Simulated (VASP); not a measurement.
# NiOs8PdPt2 (P1) in VASP: notebook

Runs on NiOs8PdPt2. Level: PBE. Tasks: single point.

All numbers are computed with VASP 6.6.1; they aren't measurements. Logs are shortened: lines on timing, memory, paths and dates and some standing lists are left out, and cuts for length are marked.

## Step 1: The cell of the first run

The typed cell holds 12 atoms: a = 4.744 Å, b = 6.463 Å, c = 6.464 Å, α = 78.92°, β = 68.44°, γ = 68.65°.

## Step 2: Single point, PBE, collinear spin, ferromagnetic start

File INCAR:

```
SYSTEM = NiOs8PdPt2
ALGO = Fast ; EDIFF = 1E-7
ENCUT = 520 ; GGA = PE
ISIF = 2 ; ISMEAR = 0
ISPIN = 2 ; ISYM = 0
LASPH = .True. ; LCHARG = .False.
LMAXMIX = 4 ; LORBIT = 11
LREAL = .False. ; LWAVE = .False.
MAGMOM = 2 0 0 0 0 0 0 0 0 0 0 0 ; NBANDS = 68
NELM = 150 ; PREC = Accurate
SIGMA = 0.1
```

File KPOINTS:

```
Automatic mesh
0
Gamma
  3 2 2
  0 0.5 0.5
```

File POSCAR:

```
NiOs8PdPt2
1.0
    4.1116394652      2.3665716699     -0.0043229129
   -0.0077205963      4.7385291158      4.3957423457
    4.1093385578     -2.3705730358      4.3899207648
Ni Pd Os Pt
1 1 8 2
Direct
    0.9528964302      0.0479578921      0.7118944848
    0.4591503493      0.5393763889      0.2038201493
    0.0356831553      0.2849372610      0.9574724125
    0.0380629041      0.9610544608      0.2945748686
    0.5481988104      0.4431236541      0.7966702140
    0.5473265980      0.1242649020      0.1178667403
    0.9663041476      0.3638563795      0.3710197953
    0.9635490240      0.7088044039      0.0403515092
    0.4520913579      0.8835795747      0.8772661737
    0.4594552809      0.2031983528      0.5466119632
    0.0372899242      0.6244269206      0.6303007754
    0.5353571484      0.7928243193      0.4596033436
```

Potentials or basis: VASP PAW PBE potentials, release 64 (Ni, Pd, Os, Pt).

Command:

```
$ cat potpaw_PBE.64/Ni/POTCAR potpaw_PBE.64/Pd/POTCAR potpaw_PBE.64/Os/POTCAR potpaw_PBE.64/Pt/POTCAR > POTCAR
$ mpirun -np 1 vasp_std > vasp.out
```

OUTCAR:

```text
SYSTEM = NiOs8PdPt2
   EDIFF = 1E-7
   ENCUT = 520
   GGA = PE
   ISIF = 2
   ISMEAR = 0
   ISPIN = 2
   ISYM = 0
   LASPH = .True.
   LORBIT = 11
   LREAL = .False.
   NELM = 150
   PREC = Accurate

 ion  position               nearest neighbor table
   1  0.953  0.048  0.712-   5 2.59   3 2.62   6 2.63   7 2.70  10 2.71   4 2.71  10 2.72  12 2.72
                             9 2.73   9 2.73   8 2.74  11 2.74
   2  0.459  0.539  0.204-   5 2.67   3 2.69   6 2.70   8 2.71  12 2.73   7 2.74   4 2.75   9 2.76
                            11 2.76   8 2.77   7 2.77  10 2.79
   3  0.036  0.285  0.957-   1 2.62   9 2.63   6 2.66   5 2.67  10 2.69   2 2.69   7 2.70   4 2.72
                            11 2.74   5 2.75   6 2.76   8 2.77
   4  0.038  0.961  0.295-   7 2.62  10 2.68   9 2.70   8 2.71   1 2.71   3 2.72  12 2.72   6 2.75
                             2 2.75  12 2.75   6 2.76  11 2.76
   5  0.548  0.443  0.797-   1 2.59   6 2.63   3 2.67   2 2.67  10 2.67   8 2.74   7 2.75  11 2.75
                             3 2.75  11 2.79  12 2.82   9 2.83
   6  0.547  0.124  0.118-   5 2.63   1 2.63   9 2.65   3 2.66   7 2.69   2 2.70   8 2.70   4 2.75
                             4 2.76   3 2.76  12 2.77  10 2.77
   7  0.966  0.364  0.371-   4 2.62   6 2.69   3 2.70   1 2.70  10 2.74   2 2.74   5 2.75  10 2.75
                            11 2.77   2 2.77   8 2.78  12 2.80
   8  0.964  0.709  0.040-  11 2.68   6 2.70   2 2.71   4 2.71   9 2.72  12 2.74   5 2.74   1 2.74
                             2 2.77   3 2.77   9 2.77   7 2.78
   9  0.452  0.884  0.877-   3 2.63   6 2.65  10 2.67   4 2.70   8 2.72  12 2.73  11 2.73   1 2.73
                             1 2.73   2 2.76   8 2.77   5 2.83
  10  0.459  0.203  0.547-   5 2.67   9 2.67   4 2.68  12 2.69   3 2.69   1 2.71   1 2.72   7 2.74
                            11 2.74   7 2.75   6 2.77   2 2.79
  11  0.037  0.624  0.630-   8 2.68   9 2.73  12 2.73   3 2.74  10 2.74   1 2.74   5 2.75   4 2.76
                             2 2.76  12 2.77   7 2.77   5 2.79
  12  0.535  0.793  0.460-  10 2.69   1 2.72   4 2.72   9 2.73   2 2.73  11 2.73   8 2.74   4 2.75
                             6 2.77  11 2.77   7 2.80   5 2.82

IMPORTANT INFORMATION: All symmetrisations will be switched off!
NOSYMM: (Re-)initialisation of all symmetry stuff for point group C_1.

----------------------------------------------------------------------------------------

                                     Primitive cell

  volume of cell :     171.2875

  direct lattice vectors                    reciprocal lattice vectors
     4.111639465  2.366571670 -0.004322913     0.182279467  0.105655611 -0.113574647
    -0.007720596  4.738529116  4.395742346    -0.060592944  0.105480756  0.113680128
     4.109338558 -2.370573036  4.389920765     0.060852795 -0.105516594  0.113851821

  length of vectors
     4.744076227  6.463456394  6.463565906     0.239349353  0.166495845  0.166730475

  position of ions in fractional coordinates (direct lattice)
     0.952896430  0.047957892  0.711894485
     0.459150349  0.539376389  0.203820149
     0.035683155  0.284937261  0.957472413
     0.038062904  0.961054461  0.294574869
     0.548198810  0.443123654  0.796670214
     0.547326598  0.124264902  0.117866740
     0.966304148  0.363856379  0.371019795
     0.963549024  0.708804404  0.040351509
     0.452091358  0.883579575  0.877266174
     0.459455281  0.203198353  0.546611963
     0.037289924  0.624426921  0.630300775
     0.535357148  0.792824319  0.459603344

  ion indices of the primitive-cell ions
   primitive index   ion index
                 1           1
                 2           2
                 3           3
                 4           4
                 5           5
                 6           6
                 7           7
                 8           8
                 9           9
                10          10
                11          11
                12          12

----------------------------------------------------------------------------------------

 KPOINTS: Automatic mesh

Automatic generation of k-mesh.
 Grid dimensions read from file:
 generate k-points for:    3    2    2

 Generating k-lattice:

  Cartesian coordinates                     Fractional coordinates (reciprocal lattice)
     0.060759822  0.035218537 -0.037858216     0.333333333 -0.000000000  0.000000000
[... 42 lines left out ...]
   EDIFFG = 0.1E-05   stopping-criterion for IOM
   NSW    =      0    number of steps for IOM
   IBRION =     -1    ionic relax: 0-MD 1-quasi-New 2-CG
   NFREE  =      0    steps in history (QN), initial steepest desc. (CG)
   ISIF   =      2    stress and relaxation
   ISYM   =      0    0-nonsym 1-usesym 2-fastsym
   POTIM  = 0.5000    time-step for ionic-motion
   TEBEG  =    0.0;   TEEND  =   0.0 temperature during run
   PSTRESS=    0.0 pullay stress
   NELECT =     104.0000    total number of electrons
   NUPDOWN=      -1.0000    fix difference up-down
   EMIN   =  10.00;   EMAX   =-10.00  energy-range for DOS
   EFERMI =   0.00;   METHOD = LEGACY
   ISMEAR =     0;   SIGMA  =   0.10  broadening in eV -4-tet -1-fermi 0-gaus
   EFERMI_NEDOS =   21; number of points for ismear=-14 and -15
   IALGO  =     68    algorithm
   IMIX   =      4    mixing-type and parameters
     AMIX     =   0.40;   BMIX     =  1.00
     AMIX_MAG =   1.60;   BMIX_MAG =  1.00
  volume/ion in A,a.u.               =      14.27        96.33
  Fermi-wavevector in a.u.,A,eV,Ry     =   1.386258  2.619648 26.146467  1.921711
  Thomas-Fermi vector in A             =   2.510591
   LORBIT       =     11    0 simple, 1 ext, 2 COOP (PROOUT), +10 PAW based schemes
   GGA     = PE    functional components
   LHFCALC =     F    Hartree Fock is set to
   AEXX    =    0.0000 exact exchange contribution
   IVDW    =     0    specifies the selected vdW correction
   LEPSILON=     F    determine dielectric tensor
   LRPA    =     F    only Hartree local field effects (RPA)
 spin polarized calculation
 RMM-DIIS sequential band-by-band and
 Gauss-broadening in eV      SIGMA  =   0.10
  energy-cutoff  :      520.00
  volume of cell :      171.29
 maximum number of plane-waves:      4623
   NGX = 17   NGY = 25   NGZ = 25

 number of electron     104.0000013 magnetization       0.0007187

 number of electron     104.0000013 magnetization      -0.0000763

 Free energy of the ion-electron system (eV)
  ---------------------------------------------------
  ext. energy  EPLUGINS =         0.00000000
  ---------------------------------------------------
  free energy    TOTEN  =      -111.47247675 eV

  energy without entropy =     -111.43182657  energy(sigma->0) =     -111.45215166

 E-fermi :   9.7588     XC(G=0): -13.7175

 val. band max:        9.7220242003   @ k =   0.0000   0.2500   0.2500
 cond. band min:       9.7985119141   @ k =  -0.3333   0.2500   0.2500
 fundamental gap:      0.0764877138
 Fermi energy:         9.7588345012

 spin component 1

 k-point     1 :       0.0000    0.2500    0.2500
  band No.  band energies     occupation
      1      -0.0715      1.00000
      2       2.1873      1.00000
      3       2.3028      1.00000
      4       2.3246      1.00000
      5       2.5515      1.00000
      6       3.0513      1.00000
[... 391 lines left out ...]
     63      11.6398      0.00000
     64      11.7789      0.00000
 Fermi energy:         9.7588345012

 spin component 2

 k-point     1 :       0.0000    0.2500    0.2500
  band No.  band energies     occupation
      1      -0.0715      1.00000
      2       2.1873      1.00000
      3       2.3028      1.00000
      4       2.3246      1.00000
      5       2.5515      1.00000
      6       3.0513      1.00000
[... 391 lines left out ...]
     63      11.6398      0.00000
     64      11.7789      0.00000
 [bands above 64 left out]

------------------------ aborting loop because EDIFF is reached ----------------------------------------

  FORCE on cell =-STRESS in cart. coord.  units (eV):
  Direction    XX          YY          ZZ          XY          YZ          ZX
  --------------------------------------------------------------------------------------
  -------------------------------------------------------------------------------------
  Total       -0.2172799     -0.3304494     -0.3863749      0.1049991     -0.0696768     -0.0168459
  in kB       -2.0323774     -3.0909353     -3.6140469      0.9821336     -0.6517382     -0.1575723
  external PRESSURE =      -2.9124532 kB  Pullay stress =       0.0000000 kB

 VOLUME and BASIS-vectors are now :
 -----------------------------------------------------------------------------
  energy-cutoff  :      520.00
  volume of cell :      171.29
      direct lattice vectors                 reciprocal lattice vectors
     4.111639465  2.366571670 -0.004322913     0.182279467  0.105655611 -0.113574647
    -0.007720596  4.738529116  4.395742346    -0.060592944  0.105480756  0.113680128
     4.109338558 -2.370573036  4.389920765     0.060852795 -0.105516594  0.113851821

 POSITION                                       TOTAL-FORCE (eV/Angst)
 -----------------------------------------------------------------------------------
      6.84301      0.79475      3.33185         0.011997     -0.032763     -0.031755
      2.72126      3.15929      3.26373         0.002571      0.012682     -0.008390
      4.07909     -0.83513      5.45558        -0.040221      0.010820      0.005938
      1.35959      3.94575      5.51754         0.017340     -0.009788     -0.007161
      5.52436      1.50854      5.44281         0.031817      0.008670     -0.006293
      2.73380      1.60471      1.06130        -0.009840      0.005781      0.016374
      5.49493      3.13144      3.22399         0.015542     -0.005557      0.023874
      4.12211      5.54334      3.28870         0.009822      0.014873      0.006388
      5.45700      3.17715      7.73316         0.011234     -0.022402     -0.016828
      4.13376      0.75441      3.29080        -0.024719      0.010112     -0.013730
      2.73862      1.55294      5.51163        -0.008920      0.003825      0.030708
      4.08374      3.93426      5.50036        -0.016622      0.003747      0.000875
 -----------------------------------------------------------------------------------
    total drift:                               -0.000085     -0.000293      0.000277

  FREE ENERGIE OF THE ION-ELECTRON SYSTEM (eV)
  ---------------------------------------------------
  free  energy   TOTEN  =      -111.4724767453 eV

  energy  without entropy=     -111.4318265658  energy(sigma->0) =     -111.45215166

 total charge

# of ion       s       p       d       tot
------------------------------------------
    1        0.455   0.532   8.342   9.329
    2        0.558   0.738   8.488   9.783
    3        0.657   0.736   5.995   7.388
    4        0.637   0.703   5.943   7.284
    5        0.639   0.692   5.953   7.285
    6        0.655   0.732   5.986   7.373
    7        0.632   0.672   5.939   7.242
    8        0.627   0.669   5.933   7.229
    9        0.637   0.683   5.944   7.264
   10        0.638   0.687   5.942   7.268
   11        0.709   0.756   8.014   9.478
   12        0.706   0.744   8.033   9.484
--------------------------------------------------
tot          7.550   8.344  80.511  96.406

 magnetization (x)

# of ion       s       p       d       tot
------------------------------------------
    1        0.000  -0.000   0.000   0.000
    2       -0.000  -0.000  -0.000  -0.000
    3       -0.000  -0.000   0.000  -0.000
    4       -0.000  -0.000   0.000   0.000
    5       -0.000  -0.000  -0.000  -0.000
    6       -0.000  -0.000   0.000   0.000
    7       -0.000  -0.000   0.000   0.000
    8       -0.000  -0.000   0.000   0.000
    9       -0.000  -0.000   0.000  -0.000
   10       -0.000  -0.000  -0.000  -0.000
   11       -0.000  -0.000  -0.000  -0.000
   12       -0.000  -0.000   0.000   0.000
--------------------------------------------------
tot         -0.000  -0.000   0.000   0.000
```

It took 5.7 min on 1 thread of Intel Xeon 8259CL, shared host; peak memory 0.38 GiB.

What came out:

```yaml
Free_energy: -111.4725 eV
Pressure: -0.3 GPa
Largest_force: 0.047 eV/Å
Band_gap_on_the_k_mesh: zero (filled and empty bands overlap)
Net_moment: 0.00 μB per cell
Valence_electrons_inside_the_program's_atomic_spheres: Ni 9.33; Pd 9.78; Os 7.39, 7.28, 7.29, 7.37, 7.24, 7.23, 7.26, 7.27; Pt 9.48
```

Forces on the atoms (eV/Å):
```
Ni   0.012 -0.033 -0.032
Pd   0.003  0.013 -0.008
Os  -0.040  0.011  0.006
Os   0.017 -0.010 -0.007
Os   0.032  0.009 -0.006
Os  -0.010  0.006  0.016
Os   0.016 -0.006  0.024
Os   0.010  0.015  0.006
Os   0.011 -0.022 -0.017
Os  -0.025  0.010 -0.014
Pt  -0.009  0.004  0.031
Pt  -0.017  0.004  0.001
```

Stress tensor (GPa, compression positive):
```
-0.20  0.10 -0.02
 0.10 -0.31 -0.07
-0.02 -0.07 -0.36
```

Levels at points of the mesh, in eV from the Fermi level:
Spin up:
| k point | band 49 | band 50 | band 51 | band 52 | band 53 | band 54 | band 55 | band 56 |
| --- | --- | --- | --- | --- | --- | --- | --- | --- |
| (0.00, 0.25, 0.25) | -0.63 | -0.43 | -0.28 | -0.24 | -0.04 | 0.34 | 0.47 | 0.51 |
Spin down:
```
           k point  band 49  band 50  band 51  band 52  band 53  band 54  band 55  band 56
(0.00, 0.25, 0.25)    -0.63    -0.43    -0.28    -0.24    -0.04     0.34     0.47     0.51
```

Caveat: the k points lie up to 0.52 Å⁻¹ apart; the moments typed at the start vanished in this run; spin-orbit coupling is left out, which moves the levels of the heavy elements.

[end of part 1 of 2]

The gap in the log of VASP goes by the Fermi energy; the results here count the filled bands.